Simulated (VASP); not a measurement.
TiN (Osbornite):

```
Ti N
1.0
     0.00000    2.11900    2.11900
     2.11900    0.00000    2.11900
     2.11900    2.11900    0.00000
Ti N
1 1
Cartesian
  0.0000 0.0000 0.0000
  2.1190 2.1190 2.1190
```

Program: VASP 6.6.1. Alike in all runs: task single point; no spin polarisation; cell as given; k mesh 12 × 12 × 12; smearing fermi-dirac 0.1 eV.

**Question.** Order these runs on this cell by their pressure, lowest first.
A. level revPBE; potentials or basis VASP PAW PBE potentials, release 64 (Ti_sv, N); cutoff (eV) 520
B. level r2SCAN; potentials or basis VASP PAW PBE potentials, release 64 (Ti_sv, N_h); cutoff (eV) 910; second run hard_potentials
C. level PBEsol; potentials or basis VASP PAW PBE potentials, release 64 (Ti_sv, N); cutoff (eV) 520

**Answer.** C (-6.3 GPa), B (0.4 GPa), A (6.2 GPa).

Caveats: the PAW data sets were made with another functional, which shifts forces and pressure a little; the cutoff is under 1.25 times the usual one of these potentials, so pressure, stress and relaxed cells hold a basis-set (Pulay) error (some runs).
